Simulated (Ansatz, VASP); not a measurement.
# TaN: VASP beside Ansatz

POSCAR

```
TaN
1.0
    2.9379988584      0.0000000000      0.0000000000
   -1.4689994292      2.4298844735      0.0000000000
    0.0000000000      0.0000000000      2.8830000000
Ta N
1 1
Direct
    0.3333333333      0.6666666667      0.5000000000
    0.0000000000      0.0000000000      0.0000000000
```

INCAR.step1

```
SYSTEM = TaN
ALGO = Normal ; EDIFF = 1E-4
ENCUT = 520 ; GGA = PE
ISMEAR = 0 ; LASPH = .TRUE.
LCHARG = .FALSE. ; LREAL = .FALSE.
LWAVE = .TRUE. ; NBANDS = 15
NELM = 80 ; PREC = Accurate
SIGMA = 0.15
```

The input INCAR.step2:

```
SYSTEM = TaN
ALGO = Normal ; EDIFF = 1E-6
ENCUT = 520 ; ISIF = 2
ISMEAR = 0 ; ISTART = 1
LASPH = .TRUE. ; LCHARG = .FALSE.
LMIXTAU = .TRUE. ; LREAL = .FALSE.
LWAVE = .FALSE. ; METAGGA = R2SCAN
NBANDS = 15 ; NELM = 80
PREC = Accurate ; SIGMA = 0.15
```

The input KPOINTS:

```
k-points
0
G
  18 18 16
  0 0 0
```

Input for Ansatz:

```yaml
crystal:
  lattice:
    - [2.9379988584, 0.0, 0.0]
    - [-1.4689994292, 2.4298844735, 0.0]
    - [0.0, 0.0, 2.883]
  atoms:
    - { symbol: Ta, position: [0.3333333333, 0.6666666667, 0.5] }
    - { symbol: "N", position: [0.0, 0.0, 0.0] }
basis:
  ecutwfc: 500
kpoints:
  mp_grid: { grid: [18, 18, 16] }
hamiltonian:
  xc: r2scan
scf:
  occupations: { method: gaussian, width: 0.15 }
output:
  forces: true
  stress: true
  eigenvalues: true
```

Change from the starting cell: strain -0.0450 x Voigt [0, 1, 0, 0, 0, 0], atoms carried along.

Alike in both runs: task single point; functional r2SCAN; k mesh 18 × 18 × 16; occupations gaussian, width 0.15 eV; no spin polarisation.

|  | VASP | Ansatz |
| --- | --- | --- |
| version | VASP 6.6.1 | Ansatz 0.2.0 |
| potentials or method | VASP PAW PBE potentials, release 64 (Ta_pv, N), cutoff 520 eV | scalar-relativistic, plane waves, PAW |
| valence electrons in the cell | 16 | 18 |

VASP gave:

```
gap on the k mesh at the Fermi level (eV)                     : none
pressure (GPa)                                                : 19.8
traceless stress, the component that is largest in VASP (GPa) : 17.12
rms of the force components (eV/Å)                            : 0.084
```

**Question.** What did Ansatz give for the same quantities?

**Answer.** gap on the k mesh at the Fermi level (eV): none; pressure (GPa): 17.9; traceless stress, the component that is largest in VASP (GPa): 17.20; rms of the force components (eV/Å): 0.080.

VASP's potentials were made for PBE, not for r2SCAN. Atom by atom the forces differ by 0.004 eV/Å (rms over components). A gap of «none» marks a metal or a gap that the smearing closes. With one functional, cell and mesh, what is left measures potentials, basis and numerics. VASP's potentials hold 16 valence electrons a cell and Ansatz's 18, so a difference there can come from the potentials and not from the codes.

Spin-orbit coupling is off throughout.
